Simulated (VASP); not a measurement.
# GaP (I-4m2) in VASP: settings compared

Aim: see how the results for GaP move with the level of theory and the settings. Levels: PBE, r2SCAN. Tasks: single point.

Everything below comes from runs of VASP 6.6.1. Logs are shortened: lines on timing, memory, paths and dates and some standing lists are left out, and cuts for length are marked.

### 1 The cell of the first run

Symmetry: I-4m2, No. 119, tetragonal system. The conventional cell has a = 3.854 Å, b = 3.854 Å, c = 5.129 Å, α = 90.00°, β = 90.00°, γ = 90.00°. Ga (site symmetry -4m2) has 4 P at 2.31 Å within 3.1 Å. Within 3.1 Å of P (site symmetry -4m2) lie 4 Ga at 2.31 Å.

### 2 Single point, PBE (uniaxial x strain -5.9%)

INCAR

```
  PREC = Accurate
  ENCUT = 520
  EDIFF = 1E-6
  ISMEAR = -1
  SIGMA = 0.02
  LREAL = F
  LASPH = T
  NELM = 60
  ALGO = Normal
  ISIF = 2
  LWAVE = F
  LCHARG = F
  GGA = PE
  NBANDS = 16
```

KPOINTS

```
regular mesh
0
Gamma
  8 8 8
```

POSCAR

```
GaP
1.0
    0.0000000000      2.7253992947      2.7253992947
    2.5643281964      0.0000000000      2.7253992947
    2.5643281964      2.7253992947      0.0000000000
Ga P
1 1
Direct
    0.0000000000      0.0000000000      0.0000000000
    0.2500000000      0.2500000000      0.2500000000
```

Potentials or basis: VASP PAW PBE potentials, release 64 (Ga_d, P).

Launch:

```
cat potpaw_PBE.64/Ga_d/POTCAR potpaw_PBE.64/P/POTCAR > POTCAR
mpirun -np 1 vasp_std > vasp.out
```

OUTCAR:

```text
PREC = Accurate
   ENCUT = 520
   EDIFF = 1E-6
   ISMEAR = -1
   LREAL = F
   LASPH = T
   NELM = 60
   ISIF = 2
   GGA = PE

 ion  position               nearest neighbor table
   1  0.000  0.000  0.000-   2 2.31   2 2.31   2 2.31   2 2.31
   2  0.250  0.250  0.250-   1 2.31   1 2.31   1 2.31   1 2.31

  LATTYP: Found a body centered tetragonal cell.
 ALAT       =     3.8542966454
 C/A-ratio  =     1.3306335408

  Lattice vectors:

 A1 = (  -2.5643281964,   0.0000000000,  -2.7253992947)
 A2 = (  -2.5643281964,   0.0000000000,   2.7253992947)
 A3 = (   2.5643281964,   2.7253992947,   0.0000000000)

Analysis of symmetry for initial positions (statically):
=====================================================================
 Subroutine PRICEL returns:
 Original cell was already a primitive cell.

 Routine SETGRP: Setting up the symmetry group for a
 body centered tetragonal supercell.

 Subroutine GETGRP returns: Found  8 space group operations
 (whereof  8 operations were pure point group operations)
 out of a pool of 16 trial point group operations.

The static configuration has the point symmetry D_2d.

Analysis of symmetry for dynamics (positions and initial velocities):
=====================================================================
 Subroutine PRICEL returns:
 Original cell was already a primitive cell.

 Routine SETGRP: Setting up the symmetry group for a
 body centered tetragonal supercell.

 Subroutine GETGRP returns: Found  8 space group operations
 (whereof  8 operations were pure point group operations)
 out of a pool of 16 trial point group operations.

The dynamic configuration has the point symmetry D_2d.

 Subroutine INISYM returns: Found  8 space group operations
 (whereof  8 operations are pure point group operations),
 and found     1 'primitive' translations

----------------------------------------------------------------------------------------

                                     Primitive cell

  volume of cell :      38.0946

  direct lattice vectors                    reciprocal lattice vectors
     0.000000000  2.725399295  2.725399295    -0.194982842  0.183459356  0.183459356
     2.564328196  0.000000000  2.725399295     0.194982842 -0.183459356  0.183459356
     2.564328196  2.725399295  0.000000000     0.194982842  0.183459356 -0.183459356

  length of vectors
     3.854296645  3.742135809  3.742135809     0.324550427  0.324550427  0.324550427

  position of ions in fractional coordinates (direct lattice)
     0.000000000  0.000000000  0.000000000
     0.250000000  0.250000000  0.250000000

  ion indices of the primitive-cell ions
   primitive index   ion index
                 1           1
                 2           2

----------------------------------------------------------------------------------------

 KPOINTS: regular mesh

Automatic generation of k-mesh.
 Grid dimensions read from file:
 generate k-points for:    8    8    8

 Generating k-lattice:

  Cartesian coordinates                     Fractional coordinates (reciprocal lattice)
    -0.024372855  0.022932420  0.022932420     0.125000000  0.000000000  0.000000000
     0.024372855 -0.022932420  0.022932420     0.000000000  0.125000000  0.000000000
     0.024372855  0.022932420 -0.022932420     0.000000000  0.000000000  0.125000000

  Length of vectors
     0.040568803  0.040568803  0.040568803

  Shift w.r.t. Gamma in fractional coordinates (k-lattice)
     0.000000000  0.000000000  0.000000000

 Subroutine IBZKPT returns following result:
 ===========================================

 Found     59 irreducible k-points:

 Following reciprocal coordinates:
            Coordinates               Weight
  0.000000  0.000000  0.000000      1.000000
  0.125000  0.000000  0.000000      8.000000
  0.250000  0.000000  0.000000      8.000000
  0.375000  0.000000  0.000000      8.000000
  0.500000  0.000000  0.000000      4.000000
  0.125000  0.125000  0.000000      4.000000
[... 16 lines left out ...]
  0.250000  0.125000  0.125000      4.000000
  0.375000  0.125000  0.125000      8.000000
 [... further k-points ...]
   k-points           NKPTS =     59   k-points in BZ     NKDIM =     59   number of bands    NBANDS=     16
   number of dos      NEDOS =    301   number of ions     NIONS =      2
   total plane-waves  NPLWV =  23520
   dimension x,y,z NGX =    30 NGY =   28 NGZ =   28
   dimension x,y,z NGXF=    60 NGYF=   56 NGZF=   56
   ions per type =               1   1
   NGX,Y,Z   is equivalent  to a cutoff of  12.94, 12.44, 12.44 a.u.
   NGXF,Y,Z  is equivalent  to a cutoff of  25.88, 24.88, 24.88 a.u.
 SYSTEM =  unknown system
   PREC   = accura    normal or accurate (medium, high low for compatibility)
   ISTART =      0    job   : 0-new  1-cont  2-samecut
   ICHARG =      2    charge: 1-file 2-atom 10-const
   ISPIN  =      1    spin polarized calculation?
   LNONCOLLINEAR =      F non collinear calculations
   LSORBIT =      F    spin-orbit coupling
   LASPH  =      T    aspherical Exc in radial PAW
   ENCUT  =  520.0 eV  38.22 Ry    6.18 a.u.   7.17  6.96  6.96*2*pi/ulx,y,z
   NELM   =     60;   NELMIN=  2; NELMDL= -5     # of ELM steps
   EDIFF  = 0.1E-05   stopping-criterion for ELM
   LREAL  =      F    real-space projection
   EDIFFG = 0.1E-04   stopping-criterion for IOM
   NSW    =      0    number of steps for IOM
   IBRION =     -1    ionic relax: 0-MD 1-quasi-New 2-CG
   NFREE  =      0    steps in history (QN), initial steepest desc. (CG)
   ISIF   =      2    stress and relaxation
   ISYM   =      2    0-nonsym 1-usesym 2-fastsym
   POTIM  = 0.5000    time-step for ionic-motion
   TEBEG  =    0.0;   TEEND  =   0.0 temperature during run
   PSTRESS=    0.0 pullay stress
   NELECT =      18.0000    total number of electrons
   NUPDOWN=      -1.0000    fix difference up-down
   EMIN   =  10.00;   EMAX   =-10.00  energy-range for DOS
   EFERMI =   0.00;   METHOD = LEGACY
   ISMEAR =    -1;   SIGMA  =   0.02  broadening in eV -4-tet -1-fermi 0-gaus
   EFERMI_NEDOS =   21; number of points for ismear=-14 and -15
   IALGO  =     38    algorithm
   IMIX   =      4    mixing-type and parameters
     AMIX     =   0.40;   BMIX     =  1.00
     AMIX_MAG =   1.60;   BMIX_MAG =  1.00
  volume/ion in A,a.u.               =      19.05       128.54
  Fermi-wavevector in a.u.,A,eV,Ry     =   1.275100  2.409590 22.121453  1.625881
  Thomas-Fermi vector in A             =   2.407831
   LORBIT       =      0    0 simple, 1 ext, 2 COOP (PROOUT), +10 PAW based schemes
   GGA     = PE    functional components
   LHFCALC =     F    Hartree Fock is set to
   AEXX    =    0.0000 exact exchange contribution
   IVDW    =     0    specifies the selected vdW correction
   LEPSILON=     F    determine dielectric tensor
   LRPA    =     F    only Hartree local field effects (RPA)
 non-spin polarized calculation
  energy-cutoff  :      520.00
  volume of cell :       38.09
 maximum number of plane-waves:      1043
 NGX is ok and might be reduce to    30
   NGX = 15   NGY = 13   NGZ = 13

 number of electron      17.9999997 magnetization

 Free energy of the ion-electron system (eV)
  ---------------------------------------------------
  ext. energy  EPLUGINS =         0.00000000
  ---------------------------------------------------
  free energy    TOTEN  =        -9.01658316 eV

  energy without entropy =       -9.01658316  energy(sigma->0) =       -9.01658316

 E-fermi :   5.9317     XC(G=0): -10.1171

 val. band max:        5.5082197460   @ k =   0.0000   0.0000   0.0000
 cond. band min:       6.4558897895   @ k =   0.0000   0.3750   0.3750
 fundamental gap:      0.9476700435
 Fermi energy:         5.9317244111

 k-point     1 :       0.0000    0.0000    0.0000
  band No.  band energies     occupation
      1      -9.3819      2.00000
      2      -9.3819      2.00000
      3      -9.3638      2.00000
      4      -9.2626      2.00000
      5      -9.2541      2.00000
      6      -7.6638      2.00000
[... 8 lines left out ...]
     15      14.6034      0.00000
     16      15.6472      0.00000

 k-point     2 :       0.1250    0.0000    0.0000
  band No.  band energies     occupation
      1      -9.3962      2.00000
      2      -9.3761      2.00000
      3      -9.3628      2.00000
      4      -9.2631      2.00000
      5      -9.2534      2.00000
      6      -7.4438      2.00000
[... 8 lines left out ...]
     15      14.7381      0.00000
     16      15.3918      0.00000

 k-point     3 :       0.2500    0.0000    0.0000
  band No.  band energies     occupation
      1      -9.4338      2.00000
      2      -9.3639      2.00000
      3      -9.3524      2.00000
      4      -9.2630      2.00000
      5      -9.2497      2.00000
      6      -6.8214      2.00000
[... 8 lines left out ...]
     15      14.3405      0.00000
     16      15.6029      0.00000

 k-point     4 :       0.3750    0.0000    0.0000
  band No.  band energies     occupation
      1      -9.4671      2.00000
      2      -9.3550      2.00000
      3      -9.3434      2.00000
      4      -9.2604      2.00000
      5      -9.2426      2.00000
      6      -5.9433      2.00000
[... 8 lines left out ...]
     15      15.7767      0.00000
     16      15.8822      0.00000
[... 324 lines left out ...]
 k-point    22 :       0.0000    0.1250    0.1250
  band No.  band energies     occupation
      1      -9.3959      2.00000
      2      -9.3705      2.00000
      3      -9.3704      2.00000
      4      -9.2693      2.00000
      5      -9.2492      2.00000
      6      -7.3492      2.00000
[... 8 lines left out ...]
     15      14.8836      0.00000
     16      15.9051      0.00000

 k-point    23 :       0.2500    0.1250    0.1250
  band No.  band energies     occupation
      1      -9.4218      2.00000
      2      -9.3693      2.00000
      3      -9.3498      2.00000
      4      -9.2597      2.00000
      5      -9.2559      2.00000
      6      -7.1100      2.00000
[... 8 lines left out ...]
     15      14.6232      0.00000
     16      16.5413      0.00000

 k-point    24 :       0.3750    0.1250    0.1250
  band No.  band energies     occupation
      1      -9.4522      2.00000
      2      -9.3559      2.00000
      3      -9.3423      2.00000
      4      -9.2591      2.00000
      5      -9.2533      2.00000
      6      -6.4027      2.00000
[... 8 lines left out ...]
     15      15.8509      0.00000
     16      17.1577      0.00000

 [... further k-points ...]
[... 5 lines left out ...]
  --------------------------------------------------------------------------------------
  -------------------------------------------------------------------------------------
  Total        2.6067565      1.6754188      1.6754188      0.0000000      0.0000000      0.0000000
  in kB      109.6344816     70.4644546     70.4644546      0.0000000      0.0000000      0.0000000
  external PRESSURE =      83.5211303 kB  Pullay stress =       0.0000000 kB

 VOLUME and BASIS-vectors are now :
 -----------------------------------------------------------------------------
  energy-cutoff  :      520.00
  volume of cell :       38.09
      direct lattice vectors                 reciprocal lattice vectors
     0.000000000  2.725399295  2.725399295    -0.194982842  0.183459356  0.183459356
     2.564328196  0.000000000  2.725399295     0.194982842 -0.183459356  0.183459356
     2.564328196  2.725399295  0.000000000     0.194982842  0.183459356 -0.183459356

 POSITION                                       TOTAL-FORCE (eV/Angst)
 -----------------------------------------------------------------------------------
      0.00000      0.00000      0.00000         0.000000     -0.000000     -0.000000
      1.28216      1.36270      1.36270        -0.000000      0.000000      0.000000
 -----------------------------------------------------------------------------------
    total drift:                               -0.000007     -0.000000     -0.000000

  FREE ENERGIE OF THE ION-ELECTRON SYSTEM (eV)
  ---------------------------------------------------
  free  energy   TOTEN  =        -9.0165831573 eV

  energy  without entropy=       -9.0165831573  energy(sigma->0) =       -9.01658316
```

It took 42 s on 1 thread of AMD EPYC 7R13 (Zen 3), shared host; peak memory 0.15 GiB.

What came out:

| Quantity | Value |
| --- | --- |
| Free energy | -9.0166 eV |
| Pressure | 8.4 GPa |
| Band gap on the k mesh | 0.95 eV, indirect (least direct gap 2.10 eV) |

Levels at points of the mesh, in eV from the valence-band top:
```csv
k point,band 7,band 8,band 9,band 10,band 11,band 12
"(0.00, 0.00, 0.00)",-0.32,-0.32,0.00,2.10,3.60,3.72
"(0.50, 0.00, 0.00)",-7.20,-1.67,-1.17,1.56,4.24,4.84
"(0.50, 0.50, 0.00)",-7.40,-2.97,-2.92,1.47,1.75,10.55
"(0.00, 0.50, 0.50)",-6.97,-3.40,-3.40,1.02,1.15,10.79
```

Caveat: the cell differs from its parent crystal (uniaxial x strain -5.9%).

### 3 Single point, r2SCAN (uniaxial x strain -5.9%)

POSCAR is that of step 2.

INCAR.step1

```
SYSTEM = GaP
PREC = Accurate
ENCUT = 520
ISMEAR = 0
SIGMA = 0.01
LREAL = .False.
LASPH = .True.
NELM = 100
NBANDS = 16
GGA = PE
ALGO = Normal
EDIFF = 1E-4
LWAVE = .True.
LCHARG = .False.
```

INCAR.step2

```
SYSTEM = GaP
PREC = Accurate
ENCUT = 520
EDIFF = 1E-6
ISMEAR = 0
SIGMA = 0.01
LREAL = .False.
LASPH = .True.
NELM = 100
ALGO = Normal
ISIF = 2
LWAVE = .False.
LCHARG = .False.
METAGGA = R2SCAN
LMIXTAU = .True.
NBANDS = 16
ISTART = 1
```

KPOINTS

```
regular mesh
0
Gamma
  8 8 8
  0 0 0
```

Potentials or basis: VASP PAW PBE potentials, release 64 (Ga_d, P).

Launch:

```
cat potpaw_PBE.64/Ga_d/POTCAR potpaw_PBE.64/P/POTCAR > POTCAR
cp INCAR.step1 INCAR
mpirun -np 1 vasp_std > vasp.out
cp INCAR.step2 INCAR
mpirun -np 1 vasp_std > vasp.out
```

It took 3 min on 1 thread of AMD EPYC 7R13 (Zen 3), shared host; peak memory 0.16 GiB.

Results (log left out):

```
Free energy            : -21.3975 eV
Pressure               : 6.0 GPa
Band gap on the k mesh : 1.18 eV, indirect (least direct gap 2.63 eV)
```

Stress tensor (GPa, compression positive):
```
8.97 0.00 0.00
0.00 4.51 0.00
0.00 0.00 4.51
```

Levels at points of the mesh, in eV from the valence-band top:
| k point | band 5 | band 6 | band 7 | band 8 | band 9 | band 10 | band 11 | band 12 | band 13 | band 14 |
| --- | --- | --- | --- | --- | --- | --- | --- | --- | --- | --- |
| (0.00, 0.00, 0.00) | -15.20 | -13.73 | -0.34 | -0.34 | 0.00 | 2.63 | 3.87 | 4.01 | 4.01 | 9.52 |
| (0.50, 0.00, 0.00) | -15.18 | -11.35 | -7.44 | -1.75 | -1.22 | 1.92 | 4.56 | 5.18 | 8.78 | 11.70 |
| (0.50, 0.50, 0.00) | -15.18 | -10.44 | -7.63 | -3.11 | -3.05 | 1.73 | 2.04 | 11.25 | 11.42 | 12.09 |
| (0.00, 0.50, 0.50) | -15.16 | -10.12 | -7.19 | -3.55 | -3.55 | 1.26 | 1.39 | 11.54 | 11.54 | 12.76 |

Caveat: the cell differs from its parent crystal (uniaxial x strain -5.9%); the PAW data sets were made with another functional, which shifts forces and pressure a little.
